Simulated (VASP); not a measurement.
Here is a VASP 6.6.1 calculation.

INCAR

```
ALGO = Normal
EDIFF = 1E-6
ENCUT = 520
GGA = PE
GGA_COMPAT = False
ISIF = 2
ISMEAR = -1
LASPH = True
LCHARG = False
LREAL = False
LWAVE = False
NBANDS = 112
NELECT = 186.0
NELM = 120
PREC = Accurate
SIGMA = 0.01
```

Contents of KPOINTS:

```
k-points
0
Gamma
  1 1 1
```

The input POSCAR:

```
Hf8CuO16
1.0
   -3.6047748000      3.6047748000      5.2647067900
    3.6047748000     -3.6047748000      5.2647067900
    3.6047748000      3.6047748000     -5.2647067900
Hf O Cu
8 16 1
Direct
   -0.0715644337     -0.0114864782      0.4508635324
   -0.0046169696      0.4835696988     -0.0532355031
    0.5120647530     -0.0024679440     -0.0320523490
    0.4510616384      0.4719048267      0.4547155068
   -0.0147480711     -0.0004091726     -0.0458024451
   -0.0456211502      0.4409077170      0.4530654730
    0.4704247542     -0.0412839106      0.4586490396
    0.4803760201      0.5034425096     -0.0471750690
    0.1184792348      0.3314254083      0.7116400170
    0.1232971296      0.8394460275      0.3070245886
    0.6460320993      0.3188665854      0.3476971710
    0.6252817781      0.8350957171      0.7166325619
    0.5290115771      0.2036117768      0.8539995342
    0.3788261708      0.5977385977      0.2143185200
    0.8769554657      0.0943540117      0.2119638653
    1.0159273791      0.6889431525      0.8303460455
    0.0863161523      0.3864183945      0.2115133517
    0.1999356434      1.0405041028      0.8610795881
    0.6899814530      0.5284207364      0.8454450469
    0.5818948042      0.8880785636      0.2141300200
    0.3186724523      0.1586376285      0.3522584823
    0.3273773412      0.6286072544      0.7154091845
    0.8259902897      0.1279974498      0.7133338815
    0.8245782245      0.6597855445      0.3537509472
    0.1728857079     -0.2617278497     -0.4942821948
```

Potentials or basis: VASP PAW PBE potentials, release 64 (Hf_pv, O, Cu).

Run with:

```bash
$ cat potpaw_PBE.64/Hf_pv/POTCAR potpaw_PBE.64/O/POTCAR potpaw_PBE.64/Cu/POTCAR > POTCAR
$ mpirun -np 1 vasp_gam > vasp.out
```

(1) What does it give for the largest force?

## Answers

(1) 0.095 eV/Å.

Caveat: the k points lie up to 1.06 Å⁻¹ apart, too coarse for converged energies, forces and pressures; the cell carries a net charge on a neutralising background, which shifts energy and pressure.
